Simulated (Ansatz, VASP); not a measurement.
**Two plane-wave programs on Al**

File INCAR:

```
SYSTEM = Al
PREC = Accurate
ENCUT = 520
EDIFF = 1E-6
ISMEAR = 0
SIGMA = 0.15
LREAL = .False.
LASPH = .True.
NELM = 60
ALGO = Fast
ISIF = 2
LWAVE = .False.
LCHARG = .False.
GGA = PS
IVDW = 12
NBANDS = 8
```

File KPOINTS:

```
Automatic mesh
0
Gamma
  20 20 20
  0 0 0
```

The input POSCAR:

```
Al
1.0
    0.0000000000      2.0239800000      1.9329009000
    2.0239800000      0.0000000000      1.9329009000
    2.0239800000      2.0239800000      0.0000000000
Al
1
Direct
    0.0000000000      0.0000000000      0.0000000000
```

Input for Ansatz:

```yaml
crystal:
  lattice:
    - [0.0, 2.02398, 1.9329009]
    - [2.02398, 0.0, 1.9329009]
    - [2.02398, 2.02398, 0.0]
  atoms:
    - { symbol: Al, position: [0.0, 0.0, 0.0] }
basis:
  ecutwfc: 420
kpoints:
  mp_grid: { grid: [20, 20, 20] }
hamiltonian:
  xc: pbesol
  dispersion: d3bj
scf:
  occupations: { method: gaussian, width: 0.15 }
output:
  forces: true
  stress: true
  eigenvalues: true
  write_density: true
  write_potential: true
  elf: true
  volumetric_format: npy
```

Change from the starting cell: strain -0.0450 x Voigt [0, 0, 1, 0, 0, 0], atoms carried along.

Alike in both runs: task single point; functional PBEsol; dispersion D3(BJ); k mesh 20 × 20 × 20; occupations gaussian, width 0.15 eV; no spin polarisation.

```csv
,VASP,Ansatz
version,VASP 6.6.1,Ansatz 0.2.0
potentials or method,"VASP PAW PBE potentials, release 64 (Al), cutoff 520 eV","scalar-relativistic, plane waves, PAW"
valence electrons in the cell,3,3
```

```csv
,VASP,Ansatz,Ansatz less VASP
gap on the k mesh at the Fermi level (eV),none,none,-
pressure (GPa),-1.3,-1.4,-0.07
"traceless stress, the component that is largest in VASP (GPa)",1.82,1.81,-0.012
```

VASP's potentials were made for PBE, not for PBEsol. A gap of «none» marks a metal or a gap that the smearing closes.
